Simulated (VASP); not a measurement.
# SiC (P6_3mc) in VASP: notebook

Runs on SiC. Level: PBE. Tasks: single point.

Program: VASP 6.6.1. These are calculated values, not measurements. Logs are shortened: lines on timing, memory, paths and dates and some standing lists are left out, and cuts for length are marked.

**1. The cell of the first run**

Symmetry: P6_3mc, No. 186, hexagonal system. Conventional cell: a = 3.094 Å, b = 3.094 Å, c = 10.129 Å, α = 90.00°, β = 90.00°, γ = 120.00°. Within 2.5 Å of Si (site symmetry 3m) lie 4 C at 1.90 Å. Si (site symmetry 3m) has 4 C at 1.89 to 1.90 Å within 2.5 Å. Within 2.5 Å of C (site symmetry 3m) lie 4 Si at 1.89 to 1.90 Å. C (site symmetry 3m) has 4 Si at 1.90 Å within 2.5 Å.

**2. Single point, PBE**

INCAR

```
SYSTEM = SiC
PREC = Accurate
ENCUT = 520
EDIFF = 1E-7
ISMEAR = 0
SIGMA = 0.02
LREAL = .False.
LASPH = .True.
NELM = 100
ALGO = Normal
ISIF = 2
LWAVE = .False.
LCHARG = .True.
GGA = PE
LELF = .True.
LVHAR = .True.
NBANDS = 26
```

KPOINTS

```
regular mesh
0
Gamma
  12 12 4
  0 0 0
```

POSCAR

```
SiC
1.0
    3.0941201811      0.0000000000      0.0000000000
   -1.5470600905      2.6795866792      0.0000000000
    0.0000000000      0.0000000000     10.1293391982
Si C
4 4
Direct
    0.6666666667      0.3333333333      0.9378441878
    0.3333333333      0.6666666667      0.4378441878
    0.0000000000      0.0000000000      0.6878995565
    0.0000000000      0.0000000000      0.1878995565
    0.6666666667      0.3333333333      0.7498074458
    0.3333333333      0.6666666667      0.2498074458
    0.0000000000      0.0000000000      0.5004478099
    0.0000000000      0.0000000000      0.0004478099
```

Potentials or basis: VASP PAW PBE potentials, release 64 (Si, C).

On the command line:

```console
$ cat potpaw_PBE.64/Si/POTCAR potpaw_PBE.64/C/POTCAR > POTCAR
$ mpirun -np 1 vasp_std > vasp.out
```

OUTCAR:

```text
SYSTEM = SiC
   PREC = Accurate
   ENCUT = 520
   EDIFF = 1E-7
   ISMEAR = 0
   LREAL = .False.
   LASPH = .True.
   NELM = 100
   ISIF = 2
   GGA = PE

 ion  position               nearest neighbor table
   1  0.667  0.333  0.938-   8 1.90   8 1.90   8 1.90   5 1.90   3 3.10   3 3.10   3 3.10   4 3.10
                             4 3.10   4 3.10
   2  0.333  0.667  0.438-   7 1.90   7 1.90   7 1.90   6 1.90   4 3.10   4 3.10   4 3.10   3 3.10
                             3 3.10   3 3.10
   3  0.000  0.000  0.688-   5 1.89   5 1.89   5 1.89   7 1.90   1 3.10   1 3.10   1 3.10   2 3.10
                             2 3.10   2 3.10
   4  0.000  0.000  0.188-   6 1.89   6 1.89   6 1.89   8 1.90   2 3.10   2 3.10   2 3.10   1 3.10
                             1 3.10   1 3.10
   5  0.667  0.333  0.750-   3 1.89   3 1.89   3 1.89   1 1.90
   6  0.333  0.667  0.250-   4 1.89   4 1.89   4 1.89   2 1.90
   7  0.000  0.000  0.500-   2 1.90   2 1.90   2 1.90   3 1.90
   8  0.000  0.000  0.000-   1 1.90   1 1.90   1 1.90   4 1.90

  LATTYP: Found a hexagonal cell.
 ALAT       =     3.0941201811
 C/A-ratio  =     3.2737381244

  Lattice vectors:

 A1 = (   3.0941201811,   0.0000000000,   0.0000000000)
 A2 = (  -1.5470600905,   2.6795866792,   0.0000000000)
 A3 = (   0.0000000000,   0.0000000000,  10.1293391982)

Analysis of symmetry for initial positions (statically):
=====================================================================
 Subroutine PRICEL returns:
 Original cell was already a primitive cell.

 Routine SETGRP: Setting up the symmetry group for a
 hexagonal supercell.

 Subroutine GETGRP returns: Found 12 space group operations
 (whereof  6 operations were pure point group operations)
 out of a pool of 24 trial point group operations.

The static configuration has the point symmetry C_3v.
 The point group associated with its full space group is C_6v.

Analysis of symmetry for dynamics (positions and initial velocities):
=====================================================================
 Subroutine PRICEL returns:
 Original cell was already a primitive cell.

 Routine SETGRP: Setting up the symmetry group for a
 hexagonal supercell.

 Subroutine GETGRP returns: Found 12 space group operations
 (whereof  6 operations were pure point group operations)
 out of a pool of 24 trial point group operations.

The dynamic configuration has the point symmetry C_3v.
 The point group associated with its full space group is C_6v.

 Subroutine INISYM returns: Found 12 space group operations
 (whereof  6 operations are pure point group operations),
[... 109 lines left out ...]
   LREAL  =      F    real-space projection
   EDIFFG = 0.1E-05   stopping-criterion for IOM
   NSW    =      0    number of steps for IOM
   IBRION =     -1    ionic relax: 0-MD 1-quasi-New 2-CG
   NFREE  =      0    steps in history (QN), initial steepest desc. (CG)
   ISIF   =      2    stress and relaxation
   ISYM   =      2    0-nonsym 1-usesym 2-fastsym
   POTIM  = 0.5000    time-step for ionic-motion
   TEBEG  =    0.0;   TEEND  =   0.0 temperature during run
   PSTRESS=    0.0 pullay stress
   NELECT =      32.0000    total number of electrons
   NUPDOWN=      -1.0000    fix difference up-down
   EMIN   =  10.00;   EMAX   =-10.00  energy-range for DOS
   EFERMI =   0.00;   METHOD = LEGACY
   ISMEAR =     0;   SIGMA  =   0.02  broadening in eV -4-tet -1-fermi 0-gaus
   EFERMI_NEDOS =   21; number of points for ismear=-14 and -15
   IALGO  =     38    algorithm
   IMIX   =      4    mixing-type and parameters
     AMIX     =   0.40;   BMIX     =  1.00
     AMIX_MAG =   1.60;   BMIX_MAG =  1.00
  volume/ion in A,a.u.               =      10.50        70.84
  Fermi-wavevector in a.u.,A,eV,Ry     =   1.186851  2.242823 19.165368  1.408615
  Thomas-Fermi vector in A             =   2.323015
   LORBIT       =      0    0 simple, 1 ext, 2 COOP (PROOUT), +10 PAW based schemes
   GGA     = PE    functional components
   LHFCALC =     F    Hartree Fock is set to
   AEXX    =    0.0000 exact exchange contribution
   IVDW    =     0    specifies the selected vdW correction
   LEPSILON=     F    determine dielectric tensor
   LRPA    =     F    only Hartree local field effects (RPA)
 non-spin polarized calculation
 Gauss-broadening in eV      SIGMA  =   0.02
  energy-cutoff  :      520.00
  volume of cell :       83.98
 maximum number of plane-waves:      2280
 NGX is ok and might be reduce to    24
   NGX = 11   NGY = 11   NGZ = 37

 number of electron      32.0000001 magnetization

 Free energy of the ion-electron system (eV)
  ---------------------------------------------------
  ext. energy  EPLUGINS =         0.00000000
  ---------------------------------------------------
  free energy    TOTEN  =       -60.24903475 eV

  energy without entropy =      -60.24903475  energy(sigma->0) =      -60.24903475

 E-fermi :   8.1017     XC(G=0): -11.2898

 val. band max:        8.0108228192   @ k =   0.0000   0.0000   0.0000
 cond. band min:      10.2336912455   @ k =   0.5000  -0.0000   0.0000
 fundamental gap:      2.2228684263
 Fermi energy:         8.1017476296

 k-point     1 :       0.0000    0.0000    0.0000
  band No.  band energies     occupation
      1      -7.3547      2.00000
      2      -6.1916      2.00000
      3      -6.1558      2.00000
      4      -3.8427      2.00000
      5      -0.5168      2.00000
      6       3.6583      2.00000
[... 685 lines left out ...]
     25      16.5312      0.00000
     26      17.1607      0.00000

 [... further k-points ...]
[... 5 lines left out ...]
  --------------------------------------------------------------------------------------
  -------------------------------------------------------------------------------------
  Total       -0.0272363     -0.0272363     -0.0234228     -0.0000000      0.0000000     -0.0000000
  in kB       -0.5196037     -0.5196037     -0.4468516     -0.0000000      0.0000000     -0.0000000
  external PRESSURE =      -0.4953530 kB  Pullay stress =       0.0000000 kB

 VOLUME and BASIS-vectors are now :
 -----------------------------------------------------------------------------
  energy-cutoff  :      520.00
  volume of cell :       83.98
      direct lattice vectors                 reciprocal lattice vectors
     3.094120181  0.000000000  0.000000000     0.323193652  0.186595942  0.000000000
    -1.547060091  2.679586679  0.000000000     0.000000000  0.373191884  0.000000000
     0.000000000  0.000000000 10.129339198     0.000000000  0.000000000  0.098723123

 POSITION                                       TOTAL-FORCE (eV/Angst)
 -----------------------------------------------------------------------------------
      1.54706      0.89320      9.49974         0.000000      0.000000      0.001151
     -0.00000      1.78639      4.43507        -0.000000      0.000000      0.001151
      0.00000      0.00000      6.96797        -0.000000      0.000000     -0.001256
      0.00000      0.00000      1.90330         0.000000      0.000000     -0.001256
      1.54706      0.89320      7.59505         0.000000      0.000000     -0.000128
     -0.00000      1.78639      2.53038         0.000000     -0.000000     -0.000128
      0.00000      0.00000      5.06921         0.000000     -0.000000      0.000232
      0.00000      0.00000      0.00454        -0.000000      0.000000      0.000232
 -----------------------------------------------------------------------------------
    total drift:                                0.000000      0.000000     -0.000978

  FREE ENERGIE OF THE ION-ELECTRON SYSTEM (eV)
  ---------------------------------------------------
  free  energy   TOTEN  =       -60.2490347511 eV

  energy  without entropy=      -60.2490347511  energy(sigma->0) =      -60.24903475
```

Run time: 49 s. Hardware: 1 thread of Intel Xeon 6975P-C (Granite Rapids), shared host; peak memory 0.25 GiB.

Results:

* Free energy: -60.2490 eV
* Pressure: 0.0 GPa
* Band gap on the k mesh: 2.22 eV, indirect (least direct gap 3.34 eV)

Levels at points of the mesh, in eV from the valence-band top:
```
           k point  band 14  band 15  band 16  band 17  band 18  band 19
(0.00, 0.00, 0.00)    -0.05     0.00     0.00     4.96     5.54     6.12
(0.50, 0.00, 0.00)    -2.20    -1.56    -1.12     2.22     2.34     4.18
(0.00, 0.00, 0.50)    -0.21    -0.21    -0.21     5.17     5.17     6.61
(0.50, 0.00, 0.50)    -2.48    -1.54    -1.54     2.63     2.63     4.17
```

**3. Single point, PBE**

INCAR is that of step 2.

KPOINTS is that of step 2.

POSCAR

```
SiC
1.0
    3.0941201805      0.0000000000      0.0000000000
   -1.5470600902      2.6795866786      0.0000000000
    0.0000000000      0.0000000000     10.1293392008
Si C
4 4
Direct
    0.6666666667      0.3333333333      0.9378441878
    0.3333333333      0.6666666667      0.4378441878
    0.0000000000      0.0000000000      0.6878995565
    0.0000000000      0.0000000000      0.1878995565
    0.6666666667      0.3333333333      0.7498074459
    0.3333333333      0.6666666667      0.2498074459
    0.0000000000      0.0000000000      0.5004478098
    0.0000000000      0.0000000000      0.0004478098
```

Potentials or basis: VASP PAW PBE potentials, release 64 (Si, C).

On the command line:

```console
$ cat potpaw_PBE.64/Si/POTCAR potpaw_PBE.64/C/POTCAR > POTCAR
$ mpirun -np 1 vasp_std > vasp.out
```

Wall time 2.1 min (1 thread of Intel Xeon Platinum 8488C (Sapphire Rapids), shared host); peak memory 0.25 GiB.

Results (log left out):

* Free energy: -60.2490 eV
* Pressure: 0.0 GPa
* Band gap on the k mesh: 2.22 eV, indirect (least direct gap 3.34 eV)

Levels at points of the mesh, in eV from the valence-band top:
| k point | band 12 | band 13 | band 14 | band 15 | band 16 | band 17 | band 18 | band 19 | band 20 | band 21 |
| --- | --- | --- | --- | --- | --- | --- | --- | --- | --- | --- |
| (0.00, 0.00, 0.00) | -0.58 | -0.58 | -0.05 | 0.00 | 0.00 | 4.96 | 5.54 | 6.12 | 6.18 | 6.88 |
| (0.50, 0.00, 0.00) | -2.37 | -2.34 | -2.20 | -1.56 | -1.12 | 2.22 | 2.34 | 4.18 | 4.66 | 5.23 |
| (0.00, 0.00, 0.50) | -1.04 | -0.21 | -0.21 | -0.21 | -0.21 | 5.17 | 5.17 | 6.61 | 6.61 | 6.98 |
| (0.50, 0.00, 0.50) | -2.99 | -2.48 | -2.48 | -1.54 | -1.54 | 2.63 | 2.63 | 4.17 | 4.17 | 6.01 |

A k mesh can miss the band edges.
